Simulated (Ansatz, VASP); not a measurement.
## Al2Pt: VASP beside Ansatz

INCAR

```
SYSTEM = Al2Pt
PREC     = Accurate       ! precision mode
ENCUT    = 500            ! plane-wave cutoff, eV
EDIFF    = 1E-6           ! SCF threshold, eV
ISMEAR   = 0              ! smearing method
SIGMA    = 0.05           ! smearing width, eV
LREAL    = .FALSE.        ! projectors in reciprocal space
LASPH    = .TRUE.         ! aspherical terms in the spheres
NELM     = 200            ! most SCF steps
ALGO     = Normal         ! electronic algorithm
ISIF     = 2              ! what is computed and relaxed
LWAVE    = .FALSE.        ! write WAVECAR
LCHARG   = .FALSE.        ! write CHGCAR
MAGMOM   = 0 0 0 0 0 0 0 0 0 ! initial moments
LORBIT   = 11             ! projections on sites
LSORBIT  = .TRUE.         ! spin-orbit coupling
GGA_COMPAT= .FALSE.      
LORBMOM  = .TRUE.       
LMAXMIX  = 4              ! l up to which the mixer works
GGA      = PE             ! functional
NBANDS   = 29             ! bands
```

Contents of KPOINTS:

```
regular mesh
0
G
  12 12 12
  0 0 0
```

POSCAR

```
Al2Pt
1.0
    0.0000000000      2.9550000000      2.9550000000
    2.9550000000      0.0000000000      2.9550000000
    2.9550000000      2.9550000000      0.0000000000
Al Pt
2 1
Direct
    0.2500000000      0.2500000000      0.2500000000
    0.7500000000      0.7500000000      0.7500000000
    0.0000000000      0.0000000000      0.0000000000
```

Input for Ansatz:

```yaml
crystal:
  lattice:
    - [0.0, 2.955, 2.955]
    - [2.955, 0.0, 2.955]
    - [2.955, 2.955, 0.0]
  atoms:
    - { symbol: Al, position: [0.25, 0.25, 0.25] }
    - { symbol: Al, position: [0.75, 0.75, 0.75] }
    - { symbol: Pt, position: [0.0, 0.0, 0.0] }
basis:
  ecutwfc: 420
kpoints:
  mp_grid: { grid: [12, 12, 12] }
hamiltonian:
  xc: pbe
scf:
  occupations: { method: gaussian, width: 0.05 }
output:
  forces: true
  eigenvalues: true
  eigenstates:
    nscf_kmesh: { grid: [28, 28, 28] }
    top_band: c12
    de_dk: true
    localisation: true
  stress: true
checkpoint:
  write: ck
  compress: false
  write_wavefunctions: false
  write_every: 100000
magnetization:
  noncollinear: true
  spin_orbit: true
```

Alike in both runs: task single point; functional PBE; k mesh 12 × 12 × 12; occupations gaussian, width 0.05 eV; non-collinear spin, spin-orbit coupling.

|  | VASP | Ansatz |
| --- | --- | --- |
| version | VASP 6.6.1 | Ansatz 0.2.0 |
| potentials or method | VASP PAW PBE potentials, release 64 (Al, Pt), cutoff 500 eV | plane waves, PAW |
| valence electrons in the cell | 16 | 24 |

Ansatz gave:

```
pressure (GPa)           : 1.9
net moment per atom (μB) : 0.00
```

Question: Estimate VASP's values.

Answer: Pressure (GPa): 2.0; net moment per atom (μB): 0.00.

With one functional, cell and mesh, what is left measures potentials, basis and numerics. VASP's potentials hold 16 valence electrons a cell and Ansatz's 24, so a difference there can come from the potentials and not from the codes.
